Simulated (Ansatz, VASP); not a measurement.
ZrBr5 in VASP and in Ansatz

Contents of INCAR:

```
  ALGO = Normal
  EDIFF = 1E-6
  ENCUT = 520
  GGA = PE
  ISIF = 2
  ISMEAR = 0
  ISPIN = 2
  LASPH = True
  LCHARG = False
  LMAXMIX = 4
  LORBIT = 11
  LREAL = False
  LWAVE = False
  MAGMOM = 1 0 0 0 0 0
  NBANDS = 36
  NELM = 150
  PREC = Accurate
  SIGMA = 0.1
```

KPOINTS

```
k-points
0
Gamma
  6 6 2
```

POSCAR

```
ZrBr5
1.0
    5.1441323036      0.0000000000      0.0000000000
   -2.5720661518      4.4549492553      0.0000000000
    0.0000000000      0.0000000000     13.0840217824
Zr Br
1 5
Direct
    0.0000000000      0.0000000000      0.0000000000
    0.3333333333      0.6666666667      0.5000000000
    0.6666666667      0.3333333333      0.5000000000
    0.0000000000      0.0000000000      0.5000000000
    0.0000000000      0.0000000000      0.8114192139
    0.0000000000      0.0000000000      0.1885807861
```

Input for Ansatz:

```yaml
crystal:
  lattice:
    - [5.1441323036, 0.0, 0.0]
    - [-2.5720661518, 4.4549492553, 0.0]
    - [0.0, 0.0, 13.0840217824]
  atoms:
    - { symbol: Zr, position: [0.0, 0.0, 0.0], spin: 1.0 }
    - { symbol: Br, position: [0.3333333333, 0.6666666667, 0.5] }
    - { symbol: Br, position: [0.6666666667, 0.3333333333, 0.5] }
    - { symbol: Br, position: [0.0, 0.0, 0.5] }
    - { symbol: Br, position: [0.0, 0.0, 0.8114192139] }
    - { symbol: Br, position: [0.0, 0.0, 0.1885807861] }
basis:
  ecutwfc: 420
kpoints:
  mp_grid: { grid: [6, 6, 2] }
hamiltonian:
  xc: pbe
scf:
  occupations: { method: gaussian, width: 0.1 }
  lower_state_search: "off"
output:
  forces: true
  stress: true
  eigenvalues: true
  populations: true
magnetization:
  spin_polarized: true
```

Alike in both runs: task single point; functional PBE; k mesh 6 × 6 × 2; occupations gaussian, width 0.1 eV; collinear spin.

|  | VASP | Ansatz |
| --- | --- | --- |
| version | VASP 6.6.1 | Ansatz 0.2.0 |
| potentials or method | VASP PAW PBE potentials, release 64 (Zr_sv, Br), cutoff 520 eV | scalar-relativistic, plane waves, PAW |
| valence electrons in the cell | 47 | 47 |

```tsv
	VASP	Ansatz	Ansatz less VASP
gap on the k mesh at the Fermi level (eV)	none	none	-
pressure (GPa)	0.0	0.4	+0.37
traceless stress, the component that is largest in VASP (GPa)	0.06	0.17	+0.107
rms of the force components (eV/Å)	0.008	0.066	+0.0585
net moment per atom (μB)	0.03	0.25	+0.216
size of the moment on the site where the two differ most (μB)	0.12	0.62	+0.495
```

The net moments are unlike, so the other rows may belong to different states. Site moments also hang on the region over which each program counts them. Atom by atom the forces differ by 0.058 eV/Å (rms over components). A gap of «none» marks a metal or a gap that the smearing closes.
